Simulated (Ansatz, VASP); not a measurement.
# One calculation of AgBiTeSe, two programs

```xyz
4
Lattice="4.2022 0.0000 0.0000 0.0000 4.2022 0.0000 0.0000 0.0000 6.2923" Properties=species:S:1:pos:R:3 pbc="T T T"
Ag    0.0000    0.0000    0.0000
Bi    2.1011    2.1011    3.1461
Te    2.1011    2.1011    0.0000
Se    0.0000    0.0000    3.1461
```

Alike in both runs: task single point; functional PBE; k mesh 4 × 4 × 2; occupations methfessel-paxton of order 1, width 0.28 eV; no spin polarisation.

```csv
,VASP,Ansatz
version,VASP 6.6.1,Ansatz 0.2.0
potentials or method,"VASP PAW PBE potentials, release 64 (Ag, Bi_d, Te, Se)","scalar-relativistic, plane waves, PAW"
plane-wave cutoff (eV),520,420
valence electrons in the cell,38,66
```

Ansatz gave:

```
gap on the k mesh at the Fermi level (eV)                     : none
pressure (GPa)                                                : 0.5
traceless stress, the component that is largest in VASP (GPa) : 4.44
```

Question: Which values does VASP return?

Answer: gap on the k mesh at the Fermi level (eV): none; pressure (GPa): 0.5; traceless stress, the component that is largest in VASP (GPa): 4.45.

A gap of «none» marks a metal or a gap that the smearing closes. VASP's potentials hold 38 valence electrons a cell and Ansatz's 66, so a difference there can come from the potentials and not from the codes.

The k mesh is coarse, so the values compare programs but aren't converged. Spin-orbit coupling is off throughout.
